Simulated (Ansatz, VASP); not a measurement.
One calculation of KI, two programs

Contents of INCAR:

```
ALGO = Normal ; EDIFF = 1E-8
ENCUT = 400 ; GGA = PE
GGA_COMPAT = False ; ISIF = 2
ISMEAR = -1 ; LASPH = True
LCHARG = False ; LEFG = True
LREAL = False ; LWAVE = False
NBANDS = 15 ; NELM = 120
PREC = Accurate ; SIGMA = 0.02
```

The input KPOINTS:

```
k-points
0
Gamma
  6 6 6
```

The input POSCAR:

```
KI
1.0
    0.0000000000      3.5936763733      3.5936763733
    3.5936763733      0.0000000000      3.5936763733
    3.5936763733      3.5936763733      0.0000000000
K I
1 1
Direct
    0.0000000000      0.0000000000      0.0000000000
    0.5000000000      0.5000000000      0.5000000000
```

Input for Ansatz:

```yaml
crystal:
  lattice:
    - [0.0, 3.5936763733, 3.5936763733]
    - [3.5936763733, 0.0, 3.5936763733]
    - [3.5936763733, 3.5936763733, 0.0]
  atoms:
    - { symbol: K, position: [0.0, 0.0, 0.0] }
    - { symbol: I, position: [0.5, 0.5, 0.5] }
kpoints:
  mp_grid: { grid: [6, 6, 6] }
scf:
  occupations: { method: fermi_dirac, width: 0.02 }
hamiltonian:
  xc: pbe
  pseudopotentials: { kind: all_electron, datasets: crystal }
output:
  forces: true
  stress: true
  eigenvalues: true
  efg: { contact_densities: true }
```

Change from the starting cell: volume scaled by 1.06, crystal datasets.

Alike in both runs: task electric field gradients; functional PBE; k mesh 6 × 6 × 6; occupations fermi-dirac, width 0.02 eV; no spin polarisation.

|  | VASP | Ansatz |
| --- | --- | --- |
| version | VASP 6.6.1 | Ansatz 0.2.0 |
| potentials or method | VASP PAW PBE potentials, release 64 (K_sv, I), cutoff 400 eV | all-electron PAW with datasets made for the crystal, scalar-relativistic |

|  | VASP | Ansatz | Ansatz less VASP |
| --- | --- | --- | --- |
| gap on the k mesh at the Fermi level (eV) | 3.85 | 3.85 | +0.003 |
| pressure (GPa) | 0.0 | 0.0 | -0.02 |

Ansatz ran all-electron here, and VASP with PAW potentials.

Spin-orbit coupling is off throughout.
